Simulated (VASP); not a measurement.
# Ti (P6_3/mmc) in VASP: notebook

Ti is run at these levels: PBE; tasks: single point.

Everything below comes from runs of VASP 6.6.1. Logs are shortened: lines on timing, memory, paths and dates and some standing lists are left out, and cuts for length are marked.

### Step 1. The cell of the first run

The structure is hexagonal, space group P6_3/mmc (No. 194). Conventional cell: a = 2.950 Å, b = 2.950 Å, c = 4.680 Å, α = 90.00°, β = 90.00°, γ = 120.00°. Ti (site symmetry -6m2) has 12 Ti at 2.89 to 2.95 Å within 3.8 Å.

### Step 2. Single point, PBE

Contents of INCAR:

```
SYSTEM = Ti
PREC = Accurate
ENCUT = 520
EDIFF = 1E-6
ISMEAR = -1
SIGMA = 0.1
LREAL = .FALSE.
LASPH = .TRUE.
NELM = 60
ALGO = Normal
ISIF = 2
LWAVE = .FALSE.
LCHARG = .FALSE.
GGA = PE
NBANDS = 19
```

Contents of KPOINTS:

```
regular mesh
0
G
  13 13 7
  0 0 0
```

Contents of POSCAR:

```
Ti
1.0
    2.9500000000      0.0000000000      0.0000000000
   -1.4750000000      2.5547749400      0.0000000000
    0.0000000000      0.0000000000      4.6800000000
Ti
2
Direct
    0.3333333327      0.6666666654      0.2500000000
    0.6666666673      0.3333333346      0.7500000000
```

Potentials or basis: VASP PAW PBE potentials, release 64 (Ti_sv).

Launch:

```
$ cat potpaw_PBE.64/Ti_sv/POTCAR > POTCAR
$ mpirun -np 1 vasp_std > vasp.out
```

OUTCAR:

```text
SYSTEM = Ti
   PREC = Accurate
   ENCUT = 520
   EDIFF = 1E-6
   ISMEAR = -1
   LREAL = .FALSE.
   LASPH = .TRUE.
   NELM = 60
   ISIF = 2
   GGA = PE

 ion  position               nearest neighbor table
   1  0.333  0.667  0.250-   2 2.89   2 2.89   2 2.89   2 2.89   2 2.89   2 2.89
   2  0.667  0.333  0.750-   1 2.89   1 2.89   1 2.89   1 2.89   1 2.89   1 2.89

  LATTYP: Found a hexagonal cell.
 ALAT       =     2.9500000000
 C/A-ratio  =     1.5864406780

  Lattice vectors:

 A1 = (   2.9500000000,   0.0000000000,   0.0000000000)
 A2 = (  -1.4750000000,   2.5547749400,   0.0000000000)
 A3 = (   0.0000000000,   0.0000000000,   4.6800000000)

Analysis of symmetry for initial positions (statically):
=====================================================================
 Subroutine PRICEL returns:
 Original cell was already a primitive cell.

 Routine SETGRP: Setting up the symmetry group for a
 hexagonal supercell.

 Subroutine GETGRP returns: Found 24 space group operations
 (whereof 12 operations were pure point group operations)
 out of a pool of 24 trial point group operations.

The static configuration has the point symmetry D_3d.
 The point group associated with its full space group is D_6h.

Analysis of symmetry for dynamics (positions and initial velocities):
=====================================================================
 Subroutine PRICEL returns:
 Original cell was already a primitive cell.

 Routine SETGRP: Setting up the symmetry group for a
 hexagonal supercell.

 Subroutine GETGRP returns: Found 24 space group operations
 (whereof 12 operations were pure point group operations)
 out of a pool of 24 trial point group operations.

The dynamic configuration has the point symmetry D_3d.
 The point group associated with its full space group is D_6h.

 Subroutine INISYM returns: Found 24 space group operations
 (whereof 12 operations are pure point group operations),
 and found     1 'primitive' translations

----------------------------------------------------------------------------------------

                                     Primitive cell

  volume of cell :      35.2712

  direct lattice vectors                    reciprocal lattice vectors
     2.950000000  0.000000000  0.000000000     0.338983051  0.195711956  0.000000000
    -1.475000000  2.554774940  0.000000000     0.000000000  0.391423911  0.000000000
     0.000000000  0.000000000  4.680000000     0.000000000  0.000000000  0.213675214

  length of vectors
     2.950000000  2.949999999  4.680000000     0.391423911  0.391423911  0.213675214

  position of ions in fractional coordinates (direct lattice)
     0.333333333  0.666666665  0.250000000
     0.666666667  0.333333335  0.750000000

  ion indices of the primitive-cell ions
   primitive index   ion index
                 1           1
                 2           2

----------------------------------------------------------------------------------------

 KPOINTS: regular mesh

Automatic generation of k-mesh.
 Grid dimensions read from file:
 generate k-points for:   13   13    7

 Generating k-lattice:

  Cartesian coordinates                     Fractional coordinates (reciprocal lattice)
     0.026075619  0.015054766  0.000000000     0.076923077  0.000000000  0.000000000
     0.000000000  0.030109532  0.000000000     0.000000000  0.076923077  0.000000000
     0.000000000  0.000000000  0.030525031     0.000000000  0.000000000  0.142857143

  Length of vectors
     0.030109532  0.030109532  0.030525031

  Shift w.r.t. Gamma in fractional coordinates (k-lattice)
     0.000000000  0.000000000  0.000000000

 Subroutine IBZKPT returns following result:
 ===========================================

 Found     84 irreducible k-points:

 Following reciprocal coordinates:
            Coordinates               Weight
  0.000000  0.000000  0.000000      1.000000
  0.076923  0.000000  0.000000      6.000000
  0.153846  0.000000  0.000000      6.000000
  0.230769 -0.000000  0.000000      6.000000
  0.307692  0.000000  0.000000      6.000000
  0.384615 -0.000000  0.000000      6.000000
[... 16 lines left out ...]
  0.076923  0.000000  0.142857     12.000000
  0.153846  0.000000  0.142857     12.000000
 [... further k-points ...]
   k-points           NKPTS =     84   k-points in BZ     NKDIM =     84   number of bands    NBANDS=     19
   number of dos      NEDOS =    301   number of ions     NIONS =      2
   total plane-waves  NPLWV =  20736
   dimension x,y,z NGX =    24 NGY =   24 NGZ =   36
   dimension x,y,z NGXF=    48 NGYF=   48 NGZF=   72
   ions per type =               2
   NGX,Y,Z   is equivalent  to a cutoff of  13.53, 13.53, 12.79 a.u.
   NGXF,Y,Z  is equivalent  to a cutoff of  27.05, 27.05, 25.58 a.u.
 SYSTEM =  Ti
   PREC   = accura    normal or accurate (medium, high low for compatibility)
   ISTART =      0    job   : 0-new  1-cont  2-samecut
   ICHARG =      2    charge: 1-file 2-atom 10-const
   ISPIN  =      1    spin polarized calculation?
   LNONCOLLINEAR =      F non collinear calculations
   LSORBIT =      F    spin-orbit coupling
   LASPH  =      T    aspherical Exc in radial PAW
   ENCUT  =  520.0 eV  38.22 Ry    6.18 a.u.   5.49  5.49  8.70*2*pi/ulx,y,z
   NELM   =     60;   NELMIN=  2; NELMDL= -5     # of ELM steps
   EDIFF  = 0.1E-05   stopping-criterion for ELM
   LREAL  =      F    real-space projection
   EDIFFG = 0.1E-04   stopping-criterion for IOM
   NSW    =      0    number of steps for IOM
   IBRION =     -1    ionic relax: 0-MD 1-quasi-New 2-CG
   NFREE  =      0    steps in history (QN), initial steepest desc. (CG)
   ISIF   =      2    stress and relaxation
   ISYM   =      2    0-nonsym 1-usesym 2-fastsym
   POTIM  = 0.5000    time-step for ionic-motion
   TEBEG  =    0.0;   TEEND  =   0.0 temperature during run
   PSTRESS=    0.0 pullay stress
   NELECT =      24.0000    total number of electrons
   NUPDOWN=      -1.0000    fix difference up-down
   EMIN   =  10.00;   EMAX   =-10.00  energy-range for DOS
   EFERMI =   0.00;   METHOD = LEGACY
   ISMEAR =    -1;   SIGMA  =   0.10  broadening in eV -4-tet -1-fermi 0-gaus
   EFERMI_NEDOS =   21; number of points for ismear=-14 and -15
   IALGO  =     38    algorithm
   IMIX   =      4    mixing-type and parameters
     AMIX     =   0.40;   BMIX     =  1.00
     AMIX_MAG =   1.60;   BMIX_MAG =  1.00
  volume/ion in A,a.u.               =      17.64       119.01
  Fermi-wavevector in a.u.,A,eV,Ry     =   1.439920  2.721055 28.209912  2.073370
  Thomas-Fermi vector in A             =   2.558722
   LORBIT       =      0    0 simple, 1 ext, 2 COOP (PROOUT), +10 PAW based schemes
   GGA     = PE    functional components
   LHFCALC =     F    Hartree Fock is set to
   AEXX    =    0.0000 exact exchange contribution
   IVDW    =     0    specifies the selected vdW correction
   LEPSILON=     F    determine dielectric tensor
   LRPA    =     F    only Hartree local field effects (RPA)
 non-spin polarized calculation
  energy-cutoff  :      520.00
  volume of cell :       35.27
 maximum number of plane-waves:       975
 NGX is ok and might be reduce to    24
   NGX = 11   NGY = 11   NGZ = 17

 number of electron      24.0000002 magnetization

 Free energy of the ion-electron system (eV)
  ---------------------------------------------------
  ext. energy  EPLUGINS =         0.00000000
  ---------------------------------------------------
  free energy    TOTEN  =       -15.70543666 eV

  energy without entropy =      -15.62672718  energy(sigma->0) =      -15.66608192

 E-fermi :   8.1550     XC(G=0): -11.4251

 val. band max:        8.1330624730   @ k =   0.1538   0.0000   0.4286
 cond. band min:       8.1595520250   @ k =   0.3846   0.2308   0.2857
 fundamental gap:      0.0264895520
 Fermi energy:         8.1550214454

 k-point     1 :       0.0000    0.0000    0.0000
  band No.  band energies     occupation
      1     -48.7029      2.00000
      2     -48.5753      2.00000
      3     -25.2678      2.00000
      4     -24.6624      2.00000
      5     -24.6624      2.00000
      6     -24.5959      2.00000
[... 11 lines left out ...]
     18       9.7860      0.00000
     19      11.2758      0.00000

 k-point     2 :       0.0769    0.0000    0.0000
  band No.  band energies     occupation
      1     -48.6975      2.00000
      2     -48.5731      2.00000
      3     -25.2554      2.00000
      4     -24.6877      2.00000
      5     -24.6708      2.00000
      6     -24.6011      2.00000
[... 11 lines left out ...]
     18       9.6960      0.00000
     19      11.3235      0.00000

 k-point     3 :       0.1538    0.0000    0.0000
  band No.  band energies     occupation
      1     -48.6820      2.00000
      2     -48.5672      2.00000
      3     -25.2199      2.00000
      4     -24.7583      2.00000
      5     -24.6937      2.00000
      6     -24.6654      2.00000
[... 11 lines left out ...]
     18       9.8234      0.00000
     19      11.4279      0.00000

 k-point     4 :       0.2308   -0.0000    0.0000
  band No.  band energies     occupation
      1     -48.6594      2.00000
      2     -48.5598      2.00000
      3     -25.1657      2.00000
      4     -24.8589      2.00000
      5     -24.7639      2.00000
      6     -24.7246      2.00000
[... 11 lines left out ...]
     18      10.2647      0.00000
     19      11.5320      0.00000

 k-point     5 :       0.3077    0.0000    0.0000
  band No.  band energies     occupation
      1     -48.6338      2.00000
      2     -48.5535      2.00000
      3     -25.0998      2.00000
      4     -24.9665      2.00000
      5     -24.8648      2.00000
      6     -24.7564      2.00000
[... 11 lines left out ...]
     18      10.7822      0.00000
     19      11.6093      0.00000
[... 334 lines left out ...]
      2     -48.5579      2.00000
      3     -25.0311      2.00000
      4     -24.9395      2.00000
      5     -24.9051      2.00000
      6     -24.8938      2.00000
[... 11 lines left out ...]
     18      11.4151      0.00000
     19      13.5664      0.00000

 k-point    22 :       0.0000    0.0000    0.1429
  band No.  band energies     occupation
      1     -48.6967      2.00000
      2     -48.5817      2.00000
      3     -25.2357      2.00000
      4     -24.6577      2.00000
      5     -24.6577      2.00000
      6     -24.6305      2.00000
[... 11 lines left out ...]
     18       9.9655      0.00000
     19      11.2830      0.00000

 k-point    23 :       0.0769    0.0000    0.1429
  band No.  band energies     occupation
      1     -48.6914      2.00000
      2     -48.5793      2.00000
      3     -25.2250      2.00000
      4     -24.6824      2.00000
      5     -24.6659      2.00000
      6     -24.6443      2.00000
[... 11 lines left out ...]
     18       9.9214      0.00000
     19      11.3216      0.00000

 k-point    24 :       0.1538    0.0000    0.1429
  band No.  band energies     occupation
      1     -48.6764      2.00000
      2     -48.5730      2.00000
      3     -25.1945      2.00000
      4     -24.7511      2.00000
      5     -24.6998      2.00000
      6     -24.6881      2.00000
[... 11 lines left out ...]
     18       9.9358      0.00000
     19      11.4052      0.00000

 [... further k-points ...]
[... 5 lines left out ...]
  --------------------------------------------------------------------------------------
  -------------------------------------------------------------------------------------
  Total       -0.3341573     -0.3341573     -0.3814628      0.0000000     -0.0000000      0.0000000
  in kB      -15.1789233    -15.1789233    -17.3277514      0.0000000     -0.0000000      0.0000000
  external PRESSURE =     -15.8951993 kB  Pullay stress =       0.0000000 kB

 VOLUME and BASIS-vectors are now :
 -----------------------------------------------------------------------------
  energy-cutoff  :      520.00
  volume of cell :       35.27
      direct lattice vectors                 reciprocal lattice vectors
     2.950000000  0.000000000  0.000000000     0.338983051  0.195711956  0.000000000
    -1.475000000  2.554774940  0.000000000     0.000000000  0.391423911  0.000000000
     0.000000000  0.000000000  4.680000000     0.000000000  0.000000000  0.213675214

 POSITION                                       TOTAL-FORCE (eV/Angst)
 -----------------------------------------------------------------------------------
      0.00000      1.70318      1.17000        -0.000000     -0.000000      0.000000
      1.47500      0.85159      3.51000         0.000000      0.000000      0.000000
 -----------------------------------------------------------------------------------
    total drift:                               -0.000000     -0.000002     -0.000000

  FREE ENERGIE OF THE ION-ELECTRON SYSTEM (eV)
  ---------------------------------------------------
  free  energy   TOTEN  =       -15.7054366615 eV

  energy  without entropy=      -15.6267271815  energy(sigma->0) =      -15.66608192
```

It took 60 s on 1 thread of Intel Xeon 8259CL, shared host; peak memory 0.18 GiB.

Results:

| Property | Result |
| --- | --- |
| Free energy | -15.7054 eV |
| Pressure | -1.6 GPa |
| Band gap on the k mesh | zero (band 12 reaches 8.94 eV, above the bottom of band 13 at 7.86 eV) |

Stress tensor (GPa, compression positive):
```
-1.52  0.00  0.00
 0.00 -1.52  0.00
 0.00  0.00 -1.73
```

Levels at points of the mesh, in eV from the Fermi level:
| k point | band 9 | band 10 | band 11 | band 12 | band 13 | band 14 | band 15 | band 16 |
| --- | --- | --- | --- | --- | --- | --- | --- | --- |
| (0.00, 0.00, 0.00) | -6.15 | -2.63 | 0.74 | 0.79 | 0.79 | 0.89 | 1.27 | 1.27 |

### Step 3. Single point, PBE

Contents of INCAR:

```
PREC = Accurate
ENCUT = 520
EDIFF = 1E-6
ISMEAR = -1
SIGMA = 0.1
LREAL = False
LASPH = True
NELM = 100
ALGO = Normal
ISIF = 2
LWAVE = False
LCHARG = False
GGA = PE
NBANDS = 19
```

Contents of KPOINTS:

```
Automatic mesh
0
Gamma
  13 13 7
```

POSCAR is that of step 2.

Potentials or basis: VASP PAW PBE potentials, release 64 (Ti_sv).

Launch:

```
$ cat potpaw_PBE.64/Ti_sv/POTCAR > POTCAR
$ mpirun -np 1 vasp_std > vasp.out
```

OUTCAR:

```text
PREC = Accurate
   ENCUT = 520
   EDIFF = 1E-6
   ISMEAR = -1
   LREAL = False
   LASPH = True
   NELM = 100
   ISIF = 2
   GGA = PE

 ion  position               nearest neighbor table
   1  0.333  0.667  0.250-   2 2.89   2 2.89   2 2.89   2 2.89   2 2.89   2 2.89
   2  0.667  0.333  0.750-   1 2.89   1 2.89   1 2.89   1 2.89   1 2.89   1 2.89

  LATTYP: Found a hexagonal cell.
 ALAT       =     2.9500000000
 C/A-ratio  =     1.5864406780

  Lattice vectors:

 A1 = (   2.9500000000,   0.0000000000,   0.0000000000)
 A2 = (  -1.4750000000,   2.5547749400,   0.0000000000)
 A3 = (   0.0000000000,   0.0000000000,   4.6800000000)

Analysis of symmetry for initial positions (statically):
=====================================================================
 Subroutine PRICEL returns:
 Original cell was already a primitive cell.

 Routine SETGRP: Setting up the symmetry group for a
 hexagonal supercell.

 Subroutine GETGRP returns: Found 24 space group operations
 (whereof 12 operations were pure point group operations)
 out of a pool of 24 trial point group operations.

The static configuration has the point symmetry D_3d.
 The point group associated with its full space group is D_6h.

Analysis of symmetry for dynamics (positions and initial velocities):
=====================================================================
 Subroutine PRICEL returns:
 Original cell was already a primitive cell.

 Routine SETGRP: Setting up the symmetry group for a
 hexagonal supercell.

 Subroutine GETGRP returns: Found 24 space group operations
 (whereof 12 operations were pure point group operations)
 out of a pool of 24 trial point group operations.

The dynamic configuration has the point symmetry D_3d.
 The point group associated with its full space group is D_6h.

 Subroutine INISYM returns: Found 24 space group operations
[... 105 lines left out ...]
   POTIM  = 0.5000    time-step for ionic-motion
   TEBEG  =    0.0;   TEEND  =   0.0 temperature during run
   PSTRESS=    0.0 pullay stress
   NELECT =      24.0000    total number of electrons
   NUPDOWN=      -1.0000    fix difference up-down
   EMIN   =  10.00;   EMAX   =-10.00  energy-range for DOS
   EFERMI =   0.00;   METHOD = LEGACY
   ISMEAR =    -1;   SIGMA  =   0.10  broadening in eV -4-tet -1-fermi 0-gaus
   EFERMI_NEDOS =   21; number of points for ismear=-14 and -15
   IALGO  =     38    algorithm
   IMIX   =      4    mixing-type and parameters
     AMIX     =   0.40;   BMIX     =  1.00
     AMIX_MAG =   1.60;   BMIX_MAG =  1.00
  volume/ion in A,a.u.               =      17.64       119.01
  Fermi-wavevector in a.u.,A,eV,Ry     =   1.439920  2.721055 28.209912  2.073370
  Thomas-Fermi vector in A             =   2.558722
   LORBIT       =      0    0 simple, 1 ext, 2 COOP (PROOUT), +10 PAW based schemes
   GGA     = PE    functional components
   LHFCALC =     F    Hartree Fock is set to
   AEXX    =    0.0000 exact exchange contribution
   IVDW    =     0    specifies the selected vdW correction
   LEPSILON=     F    determine dielectric tensor
   LRPA    =     F    only Hartree local field effects (RPA)
 non-spin polarized calculation
  energy-cutoff  :      520.00
  volume of cell :       35.27
 maximum number of plane-waves:       975
 NGX is ok and might be reduce to    24
   NGX = 11   NGY = 11   NGZ = 17

 number of electron      24.0000002 magnetization

 Free energy of the ion-electron system (eV)
  ---------------------------------------------------
  ext. energy  EPLUGINS =         0.00000000
  ---------------------------------------------------
  free energy    TOTEN  =       -15.70543666 eV

  energy without entropy =      -15.62672718  energy(sigma->0) =      -15.66608192

 E-fermi :   8.1550     XC(G=0): -11.4251

 val. band max:        8.1330624730   @ k =   0.1538   0.0000   0.4286
 cond. band min:       8.1595520250   @ k =   0.3846   0.2308   0.2857
 fundamental gap:      0.0264895520
 Fermi energy:         8.1550214454

 k-point     1 :       0.0000    0.0000    0.0000
  band No.  band energies     occupation
      1     -48.7029      2.00000
      2     -48.5753      2.00000
      3     -25.2678      2.00000
      4     -24.6624      2.00000
      5     -24.6624      2.00000
      6     -24.5959      2.00000
[... 505 lines left out ...]
      6     -24.6881      2.00000
[... 11 lines left out ...]
     18       9.9358      0.00000
     19      11.4052      0.00000

 [... further k-points ...]
[... 5 lines left out ...]
  --------------------------------------------------------------------------------------
  -------------------------------------------------------------------------------------
  Total       -0.3341573     -0.3341573     -0.3814628      0.0000000     -0.0000000      0.0000000
  in kB      -15.1789233    -15.1789233    -17.3277514      0.0000000     -0.0000000      0.0000000
  external PRESSURE =     -15.8951993 kB  Pullay stress =       0.0000000 kB

 VOLUME and BASIS-vectors are now :
 -----------------------------------------------------------------------------
  energy-cutoff  :      520.00
  volume of cell :       35.27
      direct lattice vectors                 reciprocal lattice vectors
     2.950000000  0.000000000  0.000000000     0.338983051  0.195711956  0.000000000
    -1.475000000  2.554774940  0.000000000     0.000000000  0.391423911  0.000000000
     0.000000000  0.000000000  4.680000000     0.000000000  0.000000000  0.213675214

 POSITION                                       TOTAL-FORCE (eV/Angst)
 -----------------------------------------------------------------------------------
      0.00000      1.70318      1.17000        -0.000000     -0.000000      0.000000
      1.47500      0.85159      3.51000         0.000000      0.000000      0.000000
 -----------------------------------------------------------------------------------
    total drift:                               -0.000000     -0.000002     -0.000000

  FREE ENERGIE OF THE ION-ELECTRON SYSTEM (eV)
  ---------------------------------------------------
  free  energy   TOTEN  =       -15.7054366615 eV

  energy  without entropy=      -15.6267271815  energy(sigma->0) =      -15.66608192
```

Wall time 63 s (1 thread of Intel Xeon 8259CL, shared host); peak memory 0.18 GiB.

What came out:

```yaml
Free_energy: -15.7054 eV
Pressure: -1.6 GPa
Band_gap_on_the_k_mesh: zero (band 12 reaches 8.94 eV, above the bottom of band 13 at 7.86 eV)
```

Stress tensor (GPa, compression positive):
```
-1.52  0.00  0.00
 0.00 -1.52  0.00
 0.00  0.00 -1.73
```
